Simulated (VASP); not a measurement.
A run of VASP 6.6.1:

File INCAR:

```
SYSTEM = W
ALGO = Normal ; EDIFF = 1E-6
ENCUT = 520 ; GGA = PS
ISIF = 2 ; ISMEAR = -1
LASPH = .TRUE. ; LCHARG = .FALSE.
LREAL = .FALSE. ; LWAVE = .FALSE.
NBANDS = 13 ; NELM = 100
PREC = Accurate ; SIGMA = 0.05
```

Contents of KPOINTS:

```
k-points
0
G
  19 19 19
  0 0 0
```

The input POSCAR:

```
W
1.0
   -1.3588201939      1.3588201939      1.3588201939
    1.3588201939     -1.3588201939      1.3588201939
    1.3588201939      1.3588201939     -1.3588201939
W
1
Direct
    0.0000000000      0.0000000000      0.0000000000
```

Potentials or basis: VASP PAW PBE potentials, release 64 (W_sv).

Command:

```sh
$ cat potpaw_PBE.64/W_sv/POTCAR > POTCAR
$ mpirun -np 1 vasp_std > vasp.out
```

Hardware: 1 thread of AMD EPYC 7R43 64-Core Processor (Zen 3) (shared host).

**Question.** Estimate the wall time of this run.

**Answer.** It took 21 s on 1 thread of AMD EPYC 7R43 64-Core Processor (Zen 3), with other jobs on the host, peak memory 0.1 GiB. Counts: scf iterations 11, k points 220.
